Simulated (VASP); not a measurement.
# KI (Cmcm) in VASP: single point with PBEsol+D4

Aim: the single point of KI with PBEsol+D4.

Program: VASP 6.6.1. These are calculated values, not measurements. Logs are shortened: lines on timing, memory, paths and dates and some standing lists are left out, and cuts for length are marked.

## (1) The cell of the first run

It takes space group Cmcm (No. 63, orthorhombic). The conventional cell has a = 5.025 Å, b = 8.510 Å, c = 8.677 Å, α = 90.00°, β = 90.00°, γ = 90.00°. K (site symmetry 2/m) has 6 I at 3.59 to 3.62 Å and 2 K at 4.34 Å within 4.7 Å. Within 4.7 Å of I (site symmetry m2m) lie 6 K at 3.59 to 3.62 Å.

## (2) Single point, PBEsol+D4

The input, INCAR:

```
SYSTEM = KI
ALGO = Normal
EDIFF = 1E-6
ENCUT = 500
GGA = PS
GGA_COMPAT = .FALSE.
ISIF = 2
ISMEAR = 0
IVDW = 13
LASPH = .TRUE.
LCHARG = .FALSE.
LREAL = .FALSE.
LWAVE = .FALSE.
NBANDS = 42
NELM = 120
PREC = Accurate
SIGMA = 0.01
```

The input, KPOINTS:

```
k-points
0
G
  4 4 1
  0 0 0
```

The input, POSCAR:

```
KI
1.0
    2.5126600000     -4.2552270000      0.0000000000
    2.5126600000      4.2552270000      0.0000000000
    0.0000000000      0.0000000000     17.3531780000
K I
4 4
Direct
    0.5000000000      0.5000000000      0.2500000000
    0.5000000000      0.5000000000      0.0000000000
    0.5000000000      0.5000000000      0.7500000000
    0.5000000000      0.5000000000      0.5000000000
    0.8402300000      0.1597700000      0.1250000000
    0.1597700000      0.8402300000      0.3750000000
    0.8402300000      0.1597700000      0.6250000000
    0.1597700000      0.8402300000      0.8750000000
```

Potentials or basis: VASP PAW PBE potentials, release 64 (K_sv, I).

Command:

```bash
$ cat potpaw_PBE.64/K_sv/POTCAR potpaw_PBE.64/I/POTCAR > POTCAR
$ mpirun -np 1 vasp_std > vasp.out
```

OUTCAR:

```text
SYSTEM = KI
   EDIFF = 1E-6
   ENCUT = 500
   GGA = PS
   ISIF = 2
   ISMEAR = 0
   IVDW = 13
   LASPH = .TRUE.
   LREAL = .FALSE.
   NELM = 120
   PREC = Accurate

 ion  position               nearest neighbor table
   1  0.500  0.500  0.250-   6 3.59   5 3.59   6 3.59   5 3.59   5 3.62   6 3.62
   2  0.500  0.500  0.000-   8 3.59   5 3.59   8 3.59   5 3.59   5 3.62   8 3.62
   3  0.500  0.500  0.750-   8 3.59   7 3.59   8 3.59   7 3.59   7 3.62   8 3.62
   4  0.500  0.500  0.500-   6 3.59   7 3.59   6 3.59   7 3.59   6 3.62   7 3.62
   5  0.840  0.160  0.125-   1 3.59   2 3.59   1 3.59   2 3.59   1 3.62   2 3.62
   6  0.160  0.840  0.375-   1 3.59   4 3.59   1 3.59   4 3.59   1 3.62   4 3.62
   7  0.840  0.160  0.625-   3 3.59   4 3.59   3 3.59   4 3.59   3 3.62   4 3.62
   8  0.160  0.840  0.875-   2 3.59   3 3.59   2 3.59   3 3.59   2 3.62   3 3.62

  LATTYP: Found a base centered orthorhombic cell.
 ALAT       =     5.0253200000
 B/A-ratio  =     1.6935148408
 C/A-ratio  =     3.4531488542

  Lattice vectors:

 A1 = (   2.5126600000,  -4.2552270000,   0.0000000000)
 A2 = (   2.5126600000,   4.2552270000,   0.0000000000)
 A3 = (   0.0000000000,   0.0000000000,  17.3531780000)

Analysis of symmetry for initial positions (statically):
=====================================================================
 Subroutine PRICEL returns following result:

  LATTYP: Found a base centered orthorhombic cell.
 ALAT       =     5.0253200000
 B/A-ratio  =     1.6935148408
 C/A-ratio  =     1.7265744271

  Lattice vectors:

 A1 = (   2.5126600000,  -4.2552270000,   0.0000000000)
 A2 = (   2.5126600000,   4.2552270000,   0.0000000000)
 A3 = (   0.0000000000,   0.0000000000,   8.6765890000)

   2 primitive cells build up your supercell.

 Routine SETGRP: Setting up the symmetry group for a
 base centered orthorhombic supercell.

 Subroutine GETGRP returns: Found  8 space group operations
 (whereof  4 operations were pure point group operations)
 out of a pool of  8 trial point group operations.

The static configuration has the point symmetry C_2h.
 The point group associated with its full space group is D_2h.

Analysis of symmetry for dynamics (positions and initial velocities):
=====================================================================
 Subroutine PRICEL returns following result:

  LATTYP: Found a base centered orthorhombic cell.
 ALAT       =     5.0253200000
 B/A-ratio  =     1.6935148408
 C/A-ratio  =     1.7265744271

  Lattice vectors:

 A1 = (   2.5126600000,  -4.2552270000,   0.0000000000)
 A2 = (   2.5126600000,   4.2552270000,   0.0000000000)
 A3 = (   0.0000000000,   0.0000000000,   8.6765890000)

   2 primitive cells build up your supercell.

 Routine SETGRP: Setting up the symmetry group for a
 base centered orthorhombic supercell.

 Subroutine GETGRP returns: Found  8 space group operations
 (whereof  4 operations were pure point group operations)
 out of a pool of  8 trial point group operations.

The dynamic configuration has the point symmetry C_2h.
 The point group associated with its full space group is D_2h.

 Subroutine INISYM returns: Found  8 space group operations
 (whereof  4 operations are pure point group operations),
 and found     2 'primitive' translations

----------------------------------------------------------------------------------------

                                     Primitive cell

  volume of cell :     185.5391

  direct lattice vectors                    reciprocal lattice vectors
     2.512660000 -4.255227000  0.000000000     0.198992303 -0.117502545  0.000000000
     2.512660000  4.255227000  0.000000000     0.198992303  0.117502545  0.000000000
     0.000000000  0.000000000  8.676589000     0.000000000  0.000000000  0.115252664

  length of vectors
     4.941701842  4.941701842  8.676589000     0.231094752  0.231094752  0.115252664

  position of ions in fractional coordinates (direct lattice)
     0.500000000  0.500000000  0.500000000
     0.500000000  0.500000000  0.000000000
     0.840230000  0.159770000  0.250000000
     0.159770000  0.840230000  0.750000000

  ion indices of the primitive-cell ions
   primitive index   ion index
                 1           1
                 2           2
                 3           5
                 4           6

----------------------------------------------------------------------------------------

 KPOINTS: k-points

Automatic generation of k-mesh.
 Grid dimensions read from file:
 generate k-points for:    4    4    1

 Generating k-lattice:

  Cartesian coordinates                     Fractional coordinates (reciprocal lattice)
     0.049748076 -0.029375636  0.000000000     0.250000000  0.000000000  0.000000000
     0.049748076  0.029375636  0.000000000     0.000000000  0.250000000  0.000000000
     0.000000000  0.000000000  0.057626332     0.000000000  0.000000000  1.000000000

  Length of vectors
     0.057773688  0.057773688  0.057626332

  Shift w.r.t. Gamma in fractional coordinates (k-lattice)
     0.000000000  0.000000000  0.000000000

 Subroutine IBZKPT returns following result:
 ===========================================

 Found      7 irreducible k-points:

 Following reciprocal coordinates:
            Coordinates               Weight
  0.000000  0.000000  0.000000      1.000000
  0.250000 -0.000000  0.000000      4.000000
  0.500000 -0.000000  0.000000      2.000000
  0.250000  0.250000  0.000000      2.000000
  0.500000  0.250000  0.000000      4.000000
 -0.250000  0.250000  0.000000      2.000000
  0.500000  0.500000  0.000000      1.000000
   k-points           NKPTS =      7   k-points in BZ     NKDIM =      7   number of bands    NBANDS=     42
   number of dos      NEDOS =    301   number of ions     NIONS =      8
   total plane-waves  NPLWV = 165888
   dimension x,y,z NGX =    36 NGY =   36 NGZ =  128
   dimension x,y,z NGXF=    72 NGYF=   72 NGZF=  256
   ions per type =               4   4
   NGX,Y,Z   is equivalent  to a cutoff of  12.11, 12.11, 12.26 a.u.
   NGXF,Y,Z  is equivalent  to a cutoff of  24.22, 24.22, 24.53 a.u.
 SYSTEM =  KI
   PREC   = accura    normal or accurate (medium, high low for compatibility)
   ISTART =      0    job   : 0-new  1-cont  2-samecut
   ICHARG =      2    charge: 1-file 2-atom 10-const
   ISPIN  =      1    spin polarized calculation?
   LNONCOLLINEAR =      F non collinear calculations
   LSORBIT =      F    spin-orbit coupling
   LASPH  =      T    aspherical Exc in radial PAW
   ENCUT  =  500.0 eV  36.75 Ry    6.06 a.u.   9.01  9.01 31.64*2*pi/ulx,y,z
   NELM   =    120;   NELMIN=  2; NELMDL= -5     # of ELM steps
   EDIFF  = 0.1E-05   stopping-criterion for ELM
   LREAL  =      F    real-space projection
   EDIFFG = 0.1E-04   stopping-criterion for IOM
   NSW    =      0    number of steps for IOM
   IBRION =     -1    ionic relax: 0-MD 1-quasi-New 2-CG
   NFREE  =      0    steps in history (QN), initial steepest desc. (CG)
   ISIF   =      2    stress and relaxation
   ISYM   =      2    0-nonsym 1-usesym 2-fastsym
   POTIM  = 0.5000    time-step for ionic-motion
   TEBEG  =    0.0;   TEEND  =   0.0 temperature during run
   PSTRESS=    0.0 pullay stress
   NELECT =      64.0000    total number of electrons
   NUPDOWN=      -1.0000    fix difference up-down
   EMIN   =  10.00;   EMAX   =-10.00  energy-range for DOS
   EFERMI =   0.00;   METHOD = LEGACY
   ISMEAR =     0;   SIGMA  =   0.01  broadening in eV -4-tet -1-fermi 0-gaus
   EFERMI_NEDOS =   21; number of points for ismear=-14 and -15
   IALGO  =     38    algorithm
   IMIX   =      4    mixing-type and parameters
     AMIX     =   0.40;   BMIX     =  1.00
     AMIX_MAG =   1.60;   BMIX_MAG =  1.00
  volume/ion in A,a.u.               =      46.38       313.02
  Fermi-wavevector in a.u.,A,eV,Ry     =   0.911268  1.722048 11.298416  0.830410
  Thomas-Fermi vector in A             =   2.035528
   LORBIT       =      0    0 simple, 1 ext, 2 COOP (PROOUT), +10 PAW based schemes
   GGA     = PS    functional components
   LHFCALC =     F    Hartree Fock is set to
   AEXX    =    0.0000 exact exchange contribution
   IVDW    =    13    specifies the selected vdW correction
   LEPSILON=     F    determine dielectric tensor
   LRPA    =     F    only Hartree local field effects (RPA)
 non-spin polarized calculation
 Gauss-broadening in eV      SIGMA  =   0.01
  energy-cutoff  :      500.00
  volume of cell :      371.08
 maximum number of plane-waves:      9454
   NGX = 19   NGY = 19   NGZ = 63

 number of electron      64.0000001 magnetization

 Free energy of the ion-electron system (eV)
  ---------------------------------------------------
  ext. energy  EPLUGINS =         0.00000000
  ---------------------------------------------------
  free energy    TOTEN  =       -23.04830098 eV

  energy without entropy =      -23.04830098  energy(sigma->0) =      -23.04830098

 E-fermi :  -0.5281     XC(G=0):  -7.1304

 val. band max:       -0.6563576082   @ k =   0.0000   0.0000   0.0000
 cond. band min:       2.9533380296   @ k =   0.0000   0.0000   0.0000
 fundamental gap:      3.6096956379
 Fermi energy:        -0.5280571891

 k-point     1 :       0.0000    0.0000    0.0000
  band No.  band energies     occupation
      1     -29.2326      2.00000
      2     -29.2305      2.00000
      3     -29.2305      2.00000
      4     -29.2283      2.00000
      5     -12.9291      2.00000
      6     -12.8472      2.00000
[... 34 lines left out ...]
     41       6.0382      0.00000
     42       6.1312      0.00000

 k-point     2 :       0.2500   -0.0000    0.0000
  band No.  band energies     occupation
      1     -29.2319      2.00000
      2     -29.2298      2.00000
      3     -29.2298      2.00000
      4     -29.2277      2.00000
      5     -12.8920      2.00000
      6     -12.8384      2.00000
[... 214 lines left out ...]
     41       6.1550      0.00000
     42       6.1624      0.00000

 k-point     7 :       0.5000    0.5000    0.0000
  band No.  band energies     occupation
      1     -29.2311      2.00000
      2     -29.2290      2.00000
      3     -29.2290      2.00000
      4     -29.2269      2.00000
      5     -12.8946      2.00000
      6     -12.8488      2.00000
[... 34 lines left out ...]
     41       6.5648      0.00000
     42       7.2446      0.00000

------------------------ aborting loop because EDIFF is reached ----------------------------------------

  DFT-D4 for vdW energy calculation

  Edisp (eV):   -0.73399

  FORCE on cell =-STRESS in cart. coord.  units (eV):
  Direction    XX          YY          ZZ          XY          YZ          ZX
  --------------------------------------------------------------------------------------
  -------------------------------------------------------------------------------------
  Total      -2.48151    -2.30907    -2.44498     0.00000     0.00000     0.00000
  in kB     -10.71424    -9.96969   -10.55653     0.00000     0.00000     0.00000
  external pressure =      -10.41 kB  Pullay stress =        0.00 kB

 VOLUME and BASIS-vectors are now :
 -----------------------------------------------------------------------------
  energy-cutoff  :      500.00
  volume of cell :      371.08
      direct lattice vectors                 reciprocal lattice vectors
     2.512660000 -4.255227000  0.000000000     0.198992303 -0.117502545  0.000000000
     2.512660000  4.255227000  0.000000000     0.198992303  0.117502545  0.000000000
     0.000000000  0.000000000 17.353178000     0.000000000  0.000000000  0.057626332

 POSITION                                       TOTAL-FORCE (eV/Angst)
 -----------------------------------------------------------------------------------
      2.51266      0.00000      4.33829        -0.000000      0.000000      0.000000
      2.51266      0.00000      0.00000        -0.000000      0.000000      0.000000
      2.51266      0.00000     13.01488         0.000000      0.000000      0.000000
      2.51266      0.00000      8.67659         0.000000      0.000000      0.000000
      2.51266     -2.89551      2.16915        -0.000000      0.030193     -0.000000
      2.51266      2.89551      6.50744        -0.000000     -0.030193      0.000000
      2.51266     -2.89551     10.84574        -0.000000      0.030193      0.000000
      2.51266      2.89551     15.18403        -0.000000     -0.030193      0.000000
 -----------------------------------------------------------------------------------
    total drift:                                0.000000      0.000000     -0.000000

  FREE ENERGIE OF THE ION-ELECTRON SYSTEM (eV)
  ---------------------------------------------------
  free  energy   TOTEN  =       -23.7822927142 eV

  energy  without entropy=      -23.7822927142  energy(sigma->0) =      -23.78229271
```

Wall time 2.9 min (1 thread of Intel Xeon Platinum 8375C at 2.90GHz (Ice Lake), shared host); peak memory 0.44 GiB.

What came out:

```
Free energy                : -23.7823 eV
Pressure                   : -1.0 GPa
Largest force              : 0.030 eV/Å
Band gap on the k mesh     : 3.61 eV
Dispersion energy per atom : -0.092 eV
```

Forces on the atoms (eV/Å):
```
K    0.000  0.000  0.000
K    0.000  0.000  0.000
K    0.000  0.000  0.000
K    0.000  0.000  0.000
I    0.000  0.030  0.000
I    0.000 -0.030  0.000
I    0.000  0.030  0.000
I    0.000 -0.030  0.000
```

Levels at points of the mesh, in eV from the valence-band top:
```
           k point  band 28  band 29  band 30  band 31  band 32  band 33  band 34  band 35  band 36  band 37
(0.00, 0.00, 0.00)    -0.19    -0.13    -0.13    -0.06     0.00     3.61     4.68     4.68     5.32     5.60
(0.50, 0.00, 0.00)    -0.52    -0.34    -0.34    -0.34    -0.34     5.01     5.43     5.43     5.57     5.57
(0.50, 0.50, 0.00)    -0.50    -0.42    -0.41    -0.41    -0.40     4.94     5.38     5.38     5.58     5.58
```

Caveat: the PAW data sets were made with another functional, which shifts forces and pressure a little; spin-orbit coupling is left out, which moves the levels of the heavy elements.
